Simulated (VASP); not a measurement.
# CdS (gwk) (F-43m) in VASP: single point with PBE

Aim: the single point of CdS (gwk) with PBE.

Everything below comes from runs of VASP 6.6.1. Logs are shortened: lines on timing, memory, paths and dates and some standing lists are left out, and cuts for length are marked.

**1. The cell of the first run**

Symmetry: F-43m, No. 216, cubic system. Conventional cell: a = 5.825 Å, b = 5.825 Å, c = 5.825 Å, α = 90.00°, β = 90.00°, γ = 90.00°. Cd (site symmetry -43m) has 4 S at 2.52 Å within 3.3 Å. S (site symmetry -43m) has 4 Cd at 2.52 Å within 3.3 Å.

**2. Single point, PBE**

Input file INCAR:

```
SYSTEM = CdS
ALGO = Normal ; EDIFF = 1E-6
ENCUT = 500 ; GGA = PE
GGA_COMPAT = .False. ; ISIF = 2
ISMEAR = 0 ; LASPH = .True.
LCHARG = .True. ; LELF = .True.
LREAL = .False. ; LVHAR = .True.
LWAVE = .False. ; NBANDS = 16
NELM = 120 ; PREC = Accurate
SIGMA = 0.01
```

Input file KPOINTS:

```
k-points
0
Gamma
  6 6 6
  0 0 0
```

Input file POSCAR:

```
CdS
1.0
    0.0000000000      2.9122812281      2.9122812281
    2.9122812281      0.0000000000      2.9122812281
    2.9122812281      2.9122812281      0.0000000000
Cd S
1 1
Direct
    0.0000000000      0.0000000000      0.0000000000
    0.2500000000      0.2500000000      0.2500000000
```

Potentials or basis: VASP PAW PBE potentials, release 64 (Cd, S).

The run is started by

```
$ cat potpaw_PBE.64/Cd/POTCAR potpaw_PBE.64/S/POTCAR > POTCAR
$ mpirun -np 1 vasp_std > vasp.out
```

OUTCAR:

```text
SYSTEM = CdS
   EDIFF = 1E-6
   ENCUT = 500
   GGA = PE
   ISIF = 2
   ISMEAR = 0
   LASPH = .True.
   LREAL = .False.
   NELM = 120
   PREC = Accurate

 ion  position               nearest neighbor table
   1  0.000  0.000  0.000-   2 2.52   2 2.52   2 2.52   2 2.52
   2  0.250  0.250  0.250-   1 2.52   1 2.52   1 2.52   1 2.52

  LATTYP: Found a face centered cubic cell.
 ALAT       =     5.8245624562

  Lattice vectors:

 A1 = (   0.0000000000,   2.9122812281,   2.9122812281)
 A2 = (   2.9122812281,   0.0000000000,   2.9122812281)
 A3 = (   2.9122812281,   2.9122812281,   0.0000000000)

Analysis of symmetry for initial positions (statically):
=====================================================================
 Subroutine PRICEL returns:
 Original cell was already a primitive cell.

 Routine SETGRP: Setting up the symmetry group for a
 face centered cubic supercell.

 Subroutine GETGRP returns: Found 24 space group operations
 (whereof 24 operations were pure point group operations)
 out of a pool of 48 trial point group operations.

The static configuration has the point symmetry T_d .

Analysis of symmetry for dynamics (positions and initial velocities):
=====================================================================
 Subroutine PRICEL returns:
 Original cell was already a primitive cell.

 Routine SETGRP: Setting up the symmetry group for a
 face centered cubic supercell.

 Subroutine GETGRP returns: Found 24 space group operations
 (whereof 24 operations were pure point group operations)
 out of a pool of 48 trial point group operations.

The dynamic configuration has the point symmetry T_d .

 Subroutine INISYM returns: Found 24 space group operations
 (whereof 24 operations are pure point group operations),
 and found     1 'primitive' translations

----------------------------------------------------------------------------------------

                                     Primitive cell

  volume of cell :      49.4003

  direct lattice vectors                    reciprocal lattice vectors
     0.000000000  2.912281228  2.912281228    -0.171686716  0.171686716  0.171686716
     2.912281228  0.000000000  2.912281228     0.171686716 -0.171686716  0.171686716
     2.912281228  2.912281228  0.000000000     0.171686716  0.171686716 -0.171686716

  length of vectors
     4.118587610  4.118587610  4.118587610     0.297370115  0.297370115  0.297370115

[... 70 lines left out ...]
   NELM   =    120;   NELMIN=  2; NELMDL= -5     # of ELM steps
   EDIFF  = 0.1E-05   stopping-criterion for ELM
   LREAL  =      F    real-space projection
   EDIFFG = 0.1E-04   stopping-criterion for IOM
   NSW    =      0    number of steps for IOM
   IBRION =     -1    ionic relax: 0-MD 1-quasi-New 2-CG
   NFREE  =      0    steps in history (QN), initial steepest desc. (CG)
   ISIF   =      2    stress and relaxation
   ISYM   =      2    0-nonsym 1-usesym 2-fastsym
   POTIM  = 0.5000    time-step for ionic-motion
   TEBEG  =    0.0;   TEEND  =   0.0 temperature during run
   PSTRESS=    0.0 pullay stress
   NELECT =      18.0000    total number of electrons
   NUPDOWN=      -1.0000    fix difference up-down
   EMIN   =  10.00;   EMAX   =-10.00  energy-range for DOS
   EFERMI =   0.00;   METHOD = LEGACY
   ISMEAR =     0;   SIGMA  =   0.01  broadening in eV -4-tet -1-fermi 0-gaus
   EFERMI_NEDOS =   21; number of points for ismear=-14 and -15
   IALGO  =     38    algorithm
   IMIX   =      4    mixing-type and parameters
     AMIX     =   0.40;   BMIX     =  1.00
     AMIX_MAG =   1.60;   BMIX_MAG =  1.00
  volume/ion in A,a.u.               =      24.70       166.68
  Fermi-wavevector in a.u.,A,eV,Ry     =   1.169290  2.209638 18.602428  1.367240
  Thomas-Fermi vector in A             =   2.305765
   LORBIT       =      0    0 simple, 1 ext, 2 COOP (PROOUT), +10 PAW based schemes
   GGA     = PE    functional components
   LHFCALC =     F    Hartree Fock is set to
   AEXX    =    0.0000 exact exchange contribution
   IVDW    =     0    specifies the selected vdW correction
   LEPSILON=     F    determine dielectric tensor
   LRPA    =     F    only Hartree local field effects (RPA)
 non-spin polarized calculation
 Gauss-broadening in eV      SIGMA  =   0.01
  energy-cutoff  :      500.00
  volume of cell :       49.40
 maximum number of plane-waves:      1278
   NGX = 15   NGY = 15   NGZ = 15

 number of electron      18.0000004 magnetization

 Free energy of the ion-electron system (eV)
  ---------------------------------------------------
  ext. energy  EPLUGINS =         0.00000000
  ---------------------------------------------------
  free energy    TOTEN  =        -6.11445106 eV

  energy without entropy =       -6.11445106  energy(sigma->0) =       -6.11445106

 E-fermi :   1.4839     XC(G=0):  -9.1691

 val. band max:        1.3541731501   @ k =   0.0000   0.0000   0.0000
 cond. band min:       2.5122209681   @ k =   0.0000   0.0000   0.0000
 fundamental gap:      1.1580478180
 Fermi energy:         1.4838936573

 k-point     1 :       0.0000    0.0000    0.0000
  band No.  band energies     occupation
      1     -11.0424      2.00000
      2      -6.3921      2.00000
      3      -6.3921      2.00000
      4      -6.3921      2.00000
      5      -5.9065      2.00000
      6      -5.9065      2.00000
[... 281 lines left out ...]
      3      -6.1158      2.00000
      4      -5.9854      2.00000
      5      -5.8639      2.00000
      6      -5.3129      2.00000
[... 8 lines left out ...]
     15      14.5692      0.00000
     16      14.6899      0.00000

------------------------ aborting loop because EDIFF is reached ----------------------------------------

  FORCE on cell =-STRESS in cart. coord.  units (eV):
  Direction    XX          YY          ZZ          XY          YZ          ZX
  --------------------------------------------------------------------------------------
  -------------------------------------------------------------------------------------
  Total        1.0801987      1.0801987      1.0801987      0.0000000      0.0000000      0.0000000
  in kB       35.0335626     35.0335626     35.0335626      0.0000000      0.0000000      0.0000000
  external PRESSURE =      35.0335626 kB  Pullay stress =       0.0000000 kB

 VOLUME and BASIS-vectors are now :
 -----------------------------------------------------------------------------
  energy-cutoff  :      500.00
  volume of cell :       49.40
      direct lattice vectors                 reciprocal lattice vectors
     0.000000000  2.912281228  2.912281228    -0.171686716  0.171686716  0.171686716
     2.912281228  0.000000000  2.912281228     0.171686716 -0.171686716  0.171686716
     2.912281228  2.912281228  0.000000000     0.171686716  0.171686716 -0.171686716

 POSITION                                       TOTAL-FORCE (eV/Angst)
 -----------------------------------------------------------------------------------
      0.00000      0.00000      0.00000        -0.000000     -0.000000     -0.000000
      1.45614      1.45614      1.45614         0.000000      0.000000      0.000000
 -----------------------------------------------------------------------------------
    total drift:                               -0.000000     -0.000000      0.000000

  FREE ENERGIE OF THE ION-ELECTRON SYSTEM (eV)
  ---------------------------------------------------
  free  energy   TOTEN  =        -6.1144510605 eV

  energy  without entropy=       -6.1144510605  energy(sigma->0) =       -6.11445106
```

stdout:

```text
POSCAR found type information on POSCAR CdS
 POSCAR found :  2 types and       2 ions
 scaLAPACK will be used
 LDA part: xc-table for (Slater+PW92), standard interpolation
 POSCAR, INCAR and KPOINTS ok, starting setup
 FFT: planning ... GRIDC
 FFT: planning ... GRID_SOFT
 FFT: planning ... GRID
 WAVECAR not read
 entering main loop
```

Run time: 15 s. Hardware: 1 thread of AMD EPYC 9R45 (Zen 5), shared host; peak memory 0.13 GiB.

Results:

- Free energy: -6.1145 eV
- Pressure: 3.5 GPa
- Band gap on the k mesh: 1.16 eV, direct

PBE gaps usually lie below the measured ones, often by a third to a half.
